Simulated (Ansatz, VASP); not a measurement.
**One calculation of Si, two programs**

```
CELL_PARAMETERS angstrom
0.00000 5.43000 5.43000
5.43000 0.00000 5.43000
5.43000 5.43000 0.00000
ATOMIC_POSITIONS crystal
Si 0.99712 0.00206 0.00392
Si 0.12626 0.12407 0.12515
Si 0.99701 0.00233 0.49738
Si 0.12343 0.12957 0.62380
Si 0.99689 0.49648 0.00377
Si 0.12296 0.62185 0.13264
Si 0.00068 0.49811 0.50105
Si 0.12286 0.62210 0.62334
Si 0.49997 0.99992 0.00026
Si 0.62476 0.12395 0.12516
Si 0.50352 0.00216 0.49746
Si 0.62476 0.12416 0.62655
Si 0.50334 0.49632 0.00384
Si 0.62454 0.62623 0.12504
Si 0.50322 0.49659 0.49739
Si 0.63225 0.62192 0.62336
Si 0.25070 0.74803 0.75108
```

Alike in both runs: functional PBE; dispersion D3(BJ); k mesh 2 × 2 × 2; occupations fermi-dirac, width 0.05 eV; no spin polarisation.

Ansatz relaxed the structure, and its values are those at the end. VASP's run is a single point on that final structure, the one shown.

|  | VASP | Ansatz |
| --- | --- | --- |
| version | VASP 6.6.1 | Ansatz 0.2.0 |
| potentials or method | VASP PAW PBE potentials, release 64 (Si), cutoff 520 eV | scalar-relativistic, plane waves, PAW |
| valence electrons in the cell | 68 | 68 |

Ansatz gave:

```
rms of the force components (eV/Å) : 0.010
```

Task: Estimate VASP's values.

Result: rms of the force components (eV/Å): 0.009.

The k mesh is coarse, so the values compare programs but aren't converged.
